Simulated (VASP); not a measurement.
# GaN (I-4m2) in VASP: notebook

GaN is run at these levels: r2SCAN; tasks: single point.

All numbers are computed with VASP 6.6.1; they aren't measurements. Logs are shortened: lines on timing, memory, paths and dates and some standing lists are left out, and cuts for length are marked.

## 1. The cell of the first run

The structure is tetragonal, space group I-4m2 (No. 119). Conventional cell: a = 3.028 Å, b = 3.028 Å, c = 4.620 Å, α = 90.00°, β = 90.00°, γ = 90.00°. Ga (site symmetry -4m2) has 4 N at 1.90 Å within 2.5 Å. Within 2.5 Å of N (site symmetry -4m2) lie 4 Ga at 1.90 Å.

## 2. Single point, r2SCAN (strain -0.050 along x and y, +0.025 along z)

The input, POSCAR:

```
GaN
1.0
    0.0000000000      2.1408255771      2.3098381227
    2.1408255771      0.0000000000      2.3098381227
    2.1408255771      2.1408255771      0.0000000000
Ga N
1 1
Direct
    0.0000000000      0.0000000000      0.0000000000
    0.7500000000      0.7500000000      0.7500000000
```

The input, INCAR.step1:

```
SYSTEM = GaN
  PREC = Accurate
  ENCUT = 520
  ISMEAR = 0
  SIGMA = 0.05
  LREAL = .False.
  LASPH = .True.
  NELM = 100
  NBANDS = 16
  GGA = PE
  ALGO = Normal
  EDIFF = 1E-4
  LWAVE = .True.
  LCHARG = .False.
```

The input, INCAR.step2:

```
SYSTEM = GaN
  PREC = Accurate
  ENCUT = 520
  EDIFF = 1E-7
  ISMEAR = 0
  SIGMA = 0.05
  LREAL = .False.
  LASPH = .True.
  NELM = 100
  ALGO = Normal
  ISIF = 2
  LWAVE = .False.
  LCHARG = .False.
  METAGGA = R2SCAN
  LMIXTAU = .True.
  NBANDS = 16
  ISTART = 1
```

The input, KPOINTS:

```
Automatic mesh
0
Gamma
  10 10 10
  0 0 0
```

Potentials or basis: VASP PAW PBE potentials, release 64 (Ga_d, N).

The run is started by

```sh
> cat potpaw_PBE.64/Ga_d/POTCAR potpaw_PBE.64/N/POTCAR > POTCAR
> cp INCAR.step1 INCAR
> mpirun -np 1 vasp_std > vasp.out
> cp INCAR.step2 INCAR
> mpirun -np 1 vasp_std > vasp.out
```

OUTCAR:

```text
SYSTEM = GaN
   PREC = Accurate
   ENCUT = 520
   EDIFF = 1E-7
   ISMEAR = 0
   LREAL = .False.
   LASPH = .True.
   NELM = 100
   ISIF = 2
   METAGGA = R2SCAN
   ISTART = 1

 ion  position               nearest neighbor table
   1  0.000  0.000  0.000-   2 1.90   2 1.90   2 1.90   2 1.90
   2  0.750  0.750  0.750-   1 1.90   1 1.90   1 1.90   1 1.90

  LATTYP: Found a body centered tetragonal cell.
 ALAT       =     3.0275845658
 C/A-ratio  =     1.5258620015

  Lattice vectors:

 A1 = (  -2.1408255771,   0.0000000000,   2.3098381227)
 A2 = (   2.1408255771,   0.0000000000,   2.3098381227)
 A3 = (   0.0000000000,   2.1408255771,  -2.3098381227)

Analysis of symmetry for initial positions (statically):
=====================================================================
 Subroutine PRICEL returns:
 Original cell was already a primitive cell.

 Routine SETGRP: Setting up the symmetry group for a
 body centered tetragonal supercell.

 Subroutine GETGRP returns: Found  8 space group operations
 (whereof  8 operations were pure point group operations)
 out of a pool of 16 trial point group operations.

The static configuration has the point symmetry D_2d.

Analysis of symmetry for dynamics (positions and initial velocities):
=====================================================================
 Subroutine PRICEL returns:
 Original cell was already a primitive cell.

 Routine SETGRP: Setting up the symmetry group for a
 body centered tetragonal supercell.

 Subroutine GETGRP returns: Found  8 space group operations
 (whereof  8 operations were pure point group operations)
 out of a pool of 16 trial point group operations.

The dynamic configuration has the point symmetry D_2d.

 Subroutine INISYM returns: Found  8 space group operations
 (whereof  8 operations are pure point group operations),
 and found     1 'primitive' translations

----------------------------------------------------------------------------------------

                                     Primitive cell

  volume of cell :      21.1726

  direct lattice vectors                    reciprocal lattice vectors
     0.000000000  2.140825577  2.309838123    -0.233554758  0.233554758  0.216465386
     2.140825577  0.000000000  2.309838123     0.233554758 -0.233554758  0.216465386
     2.140825577  2.140825577  0.000000000     0.233554758  0.233554758 -0.216465386

  length of vectors
     3.149362841  3.149362841  3.027584566     0.394908741  0.394908741  0.394908741

  position of ions in fractional coordinates (direct lattice)
     0.000000000  0.000000000  0.000000000
     0.750000000  0.750000000  0.750000000

  ion indices of the primitive-cell ions
   primitive index   ion index
                 1           1
                 2           2

----------------------------------------------------------------------------------------

 KPOINTS: Automatic mesh

Automatic generation of k-mesh.
 Grid dimensions read from file:
 generate k-points for:   10   10   10

 Generating k-lattice:

  Cartesian coordinates                     Fractional coordinates (reciprocal lattice)
    -0.023355476  0.023355476  0.021646539     0.100000000 -0.000000000  0.000000000
     0.023355476 -0.023355476  0.021646539    -0.000000000  0.100000000  0.000000000
     0.023355476  0.023355476 -0.021646539     0.000000000  0.000000000  0.100000000

  Length of vectors
     0.039490874  0.039490874  0.039490874

  Shift w.r.t. Gamma in fractional coordinates (k-lattice)
     0.000000000  0.000000000  0.000000000

 Subroutine IBZKPT returns following result:
 ===========================================

 Found    102 irreducible k-points:

 Following reciprocal coordinates:
            Coordinates               Weight
  0.000000  0.000000  0.000000      1.000000
  0.100000 -0.000000  0.000000      8.000000
  0.200000 -0.000000  0.000000      8.000000
  0.300000 -0.000000  0.000000      8.000000
  0.400000 -0.000000  0.000000      8.000000
  0.500000 -0.000000  0.000000      4.000000
[... 16 lines left out ...]
  0.300000  0.300000  0.000000      2.000000
  0.400000  0.300000  0.000000      8.000000
 [... further k-points ...]
   k-points           NKPTS =    102   k-points in BZ     NKDIM =    102   number of bands    NBANDS=     16
   number of dos      NEDOS =    301   number of ions     NIONS =      2
   total plane-waves  NPLWV =  13824
   dimension x,y,z NGX =    24 NGY =   24 NGZ =   24
   dimension x,y,z NGXF=    48 NGYF=   48 NGZF=   48
   ions per type =               1   1
   NGX,Y,Z   is equivalent  to a cutoff of  12.67, 12.67, 13.18 a.u.
   NGXF,Y,Z  is equivalent  to a cutoff of  25.34, 25.34, 26.36 a.u.
 SYSTEM =  GaN
   PREC   = accura    normal or accurate (medium, high low for compatibility)
   ISTART =      1    job   : 0-new  1-cont  2-samecut
   ICHARG =      0    charge: 1-file 2-atom 10-const
   ISPIN  =      1    spin polarized calculation?
   LNONCOLLINEAR =      F non collinear calculations
   LSORBIT =      F    spin-orbit coupling
   LASPH  =      T    aspherical Exc in radial PAW
   ENCUT  =  520.0 eV  38.22 Ry    6.18 a.u.   5.86  5.86  5.63*2*pi/ulx,y,z
   NELM   =    100;   NELMIN=  2; NELMDL=  0     # of ELM steps
   EDIFF  = 0.1E-06   stopping-criterion for ELM
   LREAL  =      F    real-space projection
   EDIFFG = 0.1E-05   stopping-criterion for IOM
   NSW    =      0    number of steps for IOM
   IBRION =     -1    ionic relax: 0-MD 1-quasi-New 2-CG
   NFREE  =      0    steps in history (QN), initial steepest desc. (CG)
   ISIF   =      2    stress and relaxation
   ISYM   =      2    0-nonsym 1-usesym 2-fastsym
   POTIM  = 0.5000    time-step for ionic-motion
   TEBEG  =    0.0;   TEEND  =   0.0 temperature during run
   PSTRESS=    0.0 pullay stress
   NELECT =      18.0000    total number of electrons
   NUPDOWN=      -1.0000    fix difference up-down
   EMIN   =  10.00;   EMAX   =-10.00  energy-range for DOS
   EFERMI =   0.00;   METHOD = LEGACY
   ISMEAR =     0;   SIGMA  =   0.05  broadening in eV -4-tet -1-fermi 0-gaus
   EFERMI_NEDOS =   21; number of points for ismear=-14 and -15
   IALGO  =     38    algorithm
   IMIX   =      4    mixing-type and parameters
     AMIX     =   0.40;   BMIX     =  1.00
     AMIX_MAG =   1.60;   BMIX_MAG =  1.00
  volume/ion in A,a.u.               =      10.59        71.44
  Fermi-wavevector in a.u.,A,eV,Ry     =   1.550866  2.930712 32.724537  2.405186
  Thomas-Fermi vector in A             =   2.655468
   LORBIT       =      0    0 simple, 1 ext, 2 COOP (PROOUT), +10 PAW based schemes
   METAGGA = R2SCAN    functional components
   LHFCALC =     F    Hartree Fock is set to
   AEXX    =    0.0000 exact exchange contribution
   IVDW    =     0    specifies the selected vdW correction
   LEPSILON=     F    determine dielectric tensor
   LRPA    =     F    only Hartree local field effects (RPA)
 non-spin polarized calculation
 Gauss-broadening in eV      SIGMA  =   0.05
  energy-cutoff  :      520.00
  volume of cell :       21.17
 maximum number of plane-waves:       592
   NGX = 11   NGY = 11   NGZ = 11

 number of electron      18.0000000 magnetization

 Free energy of the ion-electron system (eV)
  ---------------------------------------------------
  ext. energy  EPLUGINS =         0.00000000
  ---------------------------------------------------
  free energy    TOTEN  =       -21.77196670 eV

  energy without entropy =      -21.77196670  energy(sigma->0) =      -21.77196670

 E-fermi :   6.2656     XC(G=0): -13.1061

 val. band max:        6.0426170146   @ k =   0.0000   0.0000   0.0000
 cond. band min:       8.5238322007   @ k =   0.0000   0.0000   0.0000
 fundamental gap:      2.4812151861
 Fermi energy:         6.2656354713

 k-point     1 :       0.0000    0.0000    0.0000
  band No.  band energies     occupation
      1     -11.5212      2.00000
      2      -8.0905      2.00000
      3      -7.9922      2.00000
      4      -7.9922      2.00000
      5      -7.5959      2.00000
      6      -7.5842      2.00000
[... 8 lines left out ...]
     15      25.2329      0.00000
     16      25.6434      0.00000

 k-point     2 :       0.1000   -0.0000    0.0000
  band No.  band energies     occupation
      1     -11.3928      2.00000
      2      -8.0648      2.00000
      3      -7.9749      2.00000
      4      -7.9655      2.00000
      5      -7.5943      2.00000
      6      -7.5882      2.00000
[... 8 lines left out ...]
     15      25.6350      0.00000
     16      25.7285      0.00000

 k-point     3 :       0.2000   -0.0000    0.0000
  band No.  band energies     occupation
      1     -11.0570      2.00000
      2      -8.0073      2.00000
      3      -7.9335      2.00000
      4      -7.8354      2.00000
      5      -7.5943      2.00000
      6      -7.5813      2.00000
[... 8 lines left out ...]
     15      24.5655      0.00000
     16      24.6763      0.00000

 k-point     4 :       0.3000   -0.0000    0.0000
  band No.  band energies     occupation
      1     -10.6625      2.00000
      2      -7.9660      2.00000
      3      -7.8938      2.00000
      4      -7.5892      2.00000
      5      -7.5780      2.00000
      6      -7.4384      2.00000
[... 8 lines left out ...]
     15      24.7838      0.00000
     16      25.0083      0.00000

 k-point     5 :       0.4000   -0.0000    0.0000
  band No.  band energies     occupation
      1     -10.3873      2.00000
      2      -7.9487      2.00000
      3      -7.8745      2.00000
      4      -7.5713      2.00000
      5      -7.5265      2.00000
      6      -6.8320      2.00000
[... 8 lines left out ...]
     15      26.2481      0.00000
     16      26.7487      0.00000

 k-point     6 :       0.5000   -0.0000    0.0000
  band No.  band energies     occupation
      1     -10.2976      2.00000
      2      -7.9451      2.00000
      3      -7.8703      2.00000
      4      -7.5610      2.00000
      5      -7.5078      2.00000
      6      -6.4367      2.00000
[... 8 lines left out ...]
     15      27.4970      0.00000
     16      28.0182      0.00000

 k-point     7 :       0.1000    0.1000    0.0000
  band No.  band energies     occupation
      1     -11.3649      2.00000
      2      -8.0593      2.00000
      3      -7.9601      2.00000
      4      -7.9601      2.00000
      5      -7.6122      2.00000
      6      -7.5774      2.00000
[... 8 lines left out ...]
     15      26.8819      0.00000
     16      27.8525      0.00000

 k-point     8 :       0.2000    0.1000    0.0000
  band No.  band energies     occupation
      1     -11.1098      2.00000
      2      -8.0033      2.00000
      3      -7.9184      2.00000
      4      -7.8821      2.00000
      5      -7.6198      2.00000
      6      -7.5735      2.00000
[... 8 lines left out ...]
     15      26.6291      0.00000
     16      26.7970      0.00000

 k-point     9 :       0.3000    0.1000    0.0000
  band No.  band energies     occupation
      1     -10.7384      2.00000
      2      -7.9581      2.00000
      3      -7.8742      2.00000
      4      -7.6505      2.00000
      5      -7.5684      2.00000
      6      -7.5530      2.00000
[... 8 lines left out ...]
     15      25.5028      0.00000
     16      26.4142      0.00000
[... 172 lines left out ...]
 k-point    19 :       0.5000    0.2000    0.0000
  band No.  band energies     occupation
      1     -10.2173      2.00000
      2      -7.9081      2.00000
      3      -7.7814      2.00000
      4      -7.6194      2.00000
      5      -7.5515      2.00000
      6      -6.4374      2.00000
[... 8 lines left out ...]
     15      27.4925      0.00000
     16      28.7469      0.00000

 k-point    20 :      -0.4000    0.2000    0.0000
  band No.  band energies     occupation
      1     -10.1870      2.00000
      2      -7.9182      2.00000
      3      -7.7909      2.00000
      4      -7.5856      2.00000
      5      -7.5805      2.00000
      6      -6.2042      2.00000
[... 8 lines left out ...]
     15      26.4507      0.00000
     16      27.3949      0.00000

 k-point    21 :      -0.3000    0.2000    0.0000
  band No.  band energies     occupation
      1     -10.2868      2.00000
      2      -7.9262      2.00000
      3      -7.8161      2.00000
      4      -7.6166      2.00000
      5      -7.5960      2.00000
      6      -6.6364      2.00000
[... 8 lines left out ...]
     15      25.6040      0.00000
     16      27.7954      0.00000

 k-point    22 :      -0.2000    0.2000    0.0000
  band No.  band energies     occupation
      1     -10.5191      2.00000
      2      -7.9457      2.00000
      3      -7.8622      2.00000
      4      -7.6464      2.00000
      5      -7.6300      2.00000
      6      -7.1785      2.00000
[... 8 lines left out ...]
     15      25.4669      0.00000
     16      27.6696      0.00000

 k-point    23 :       0.3000    0.3000    0.0000
  band No.  band energies     occupation
      1     -10.4795      2.00000
      2      -7.8249      2.00000
      3      -7.7584      2.00000
      4      -7.7584      2.00000
      5      -7.5377      2.00000
      6      -7.4164      2.00000
[... 8 lines left out ...]
     15      30.6945      0.00000
     16      31.2724      0.00000

 k-point    24 :       0.4000    0.3000    0.0000
  band No.  band energies     occupation
      1     -10.2768      2.00000
      2      -7.8367      2.00000
      3      -7.7180      2.00000
      4      -7.7143      2.00000
      5      -7.5309      2.00000
      6      -7.0102      2.00000
[... 8 lines left out ...]
     15      30.7672      0.00000
     16      30.8672      0.00000

 [... further k-points ...]
[... 5 lines left out ...]
  --------------------------------------------------------------------------------------
  -------------------------------------------------------------------------------------
  Total        2.7683145      2.7683145      1.2876755      0.0000000      0.0000000      0.0000000
  in kB      209.4844991    209.4844991     97.4412629      0.0000000      0.0000000      0.0000000
  external PRESSURE =     172.1367537 kB  Pullay stress =       0.0000000 kB

 VOLUME and BASIS-vectors are now :
 -----------------------------------------------------------------------------
  energy-cutoff  :      520.00
  volume of cell :       21.17
      direct lattice vectors                 reciprocal lattice vectors
     0.000000000  2.140825577  2.309838123    -0.233554758  0.233554758  0.216465386
     2.140825577  0.000000000  2.309838123     0.233554758 -0.233554758  0.216465386
     2.140825577  2.140825577  0.000000000     0.233554758  0.233554758 -0.216465386

 POSITION                                       TOTAL-FORCE (eV/Angst)
 -----------------------------------------------------------------------------------
      0.00000      0.00000      0.00000         0.000000      0.000000     -0.000000
      3.21124      3.21124      3.46476        -0.000000     -0.000000      0.000000
 -----------------------------------------------------------------------------------
    total drift:                               -0.000009     -0.000009     -0.000010

  FREE ENERGIE OF THE ION-ELECTRON SYSTEM (eV)
  ---------------------------------------------------
  free  energy   TOTEN  =       -21.7719666974 eV

  energy  without entropy=      -21.7719666974  energy(sigma->0) =      -21.77196670
```

Wall time 4.5 min (1 thread of AMD EPYC 7R13, shared host); peak memory 0.14 GiB.

Results:

| Item | Value |
| --- | --- |
| Free energy | -21.7720 eV |
| Pressure | 17.2 GPa |
| Band gap on the k mesh | 2.48 eV, direct |

Caveat: the cell differs from its parent crystal (strain -0.050 along x and y, +0.025 along z); the PAW data sets were made with another functional, which shifts forces and pressure a little.

(Part 1 of 2 ends here.)
